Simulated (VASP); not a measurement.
Set up this calculation in VASP 6.6.1, as the native input.

```
Task                   : single point
Functional             : PBE
Potentials or basis    : VASP PAW PBE potentials, release 64 (Al, Ga_d, Sb)
Cutoff                 : 520 eV
k mesh                 : 4 × 4 × 4
Occupations            : gaussian, width 0.2 eV
Spin                   : no spin polarisation
Dipole correction      : no
Further INCAR settings : ALGO = Normal; EDIFF = 1e-06; NBANDS = 41
```

The structure of AlGa3Sb4 lies in POSCAR:

```
AlGa3Sb4
1.0
    6.2165095474     -0.0095073300      0.0140062136
   -0.0095636510      6.2144547688      0.0055746293
   -3.0893847410     -3.0969270263      6.2083198932
Al Ga Sb
1 3 4
Direct
   -0.0004614007      0.0009108807     -0.0001343609
    0.2508263922      0.7496239934      0.4998208228
    0.4993928120      0.5011402334     -0.0001870105
    0.7503818244      0.2494017781      0.4994171222
    0.3757057251      0.3745513772      0.2501811073
    0.6242532245      0.1257548560      0.7504515018
    0.8753511723      0.8738565112      0.2503916843
    0.1245502502      0.6247603700      0.7500591330
```

The input as run:

INCAR

```
ALGO     = Normal         # electronic algorithm
EDIFF    = 1E-6           # SCF threshold, eV
ENCUT    = 520            # plane-wave cutoff, eV
GGA      = PE             # functional
ISIF     = 2              # what is computed and relaxed
ISMEAR   = 0              # smearing method
LASPH    = True           # aspherical terms in the spheres
LCHARG   = False          # write CHGCAR
LREAL    = False          # projectors in reciprocal space
LWAVE    = False          # write WAVECAR
NBANDS   = 41             # bands
NELM     = 60             # most SCF steps
PREC     = Accurate       # precision mode
SIGMA    = 0.2            # smearing width, eV
```

KPOINTS

```
k-points
0
Gamma
  4 4 4
```

Potentials or basis: VASP PAW PBE potentials, release 64 (Al, Ga_d, Sb).

Launch:

```bash
$ cat potpaw_PBE.64/Al/POTCAR potpaw_PBE.64/Ga_d/POTCAR potpaw_PBE.64/Sb/POTCAR > POTCAR
$ mpirun -np 1 vasp_std > vasp.out
```

Results of the run:

| Property | Result |
| --- | --- |
| Pressure | 0.1 GPa |
| Largest force | 0.024 eV/Å |
| Band gap on the k mesh | 0.07 eV |

Caveat: the smearing spreads over this small gap; semilocal functionals underestimate gaps, and a narrow one can read as zero; spin-orbit coupling is left out, which moves the levels of the heavy elements.

Wall time 6.9 min on 1 thread of Intel(R) Xeon(R) Platinum 8259CL CPU @ 2.50GHz (Skylake/Cascade Lake), with other jobs on the host, peak memory 0.52 GiB.
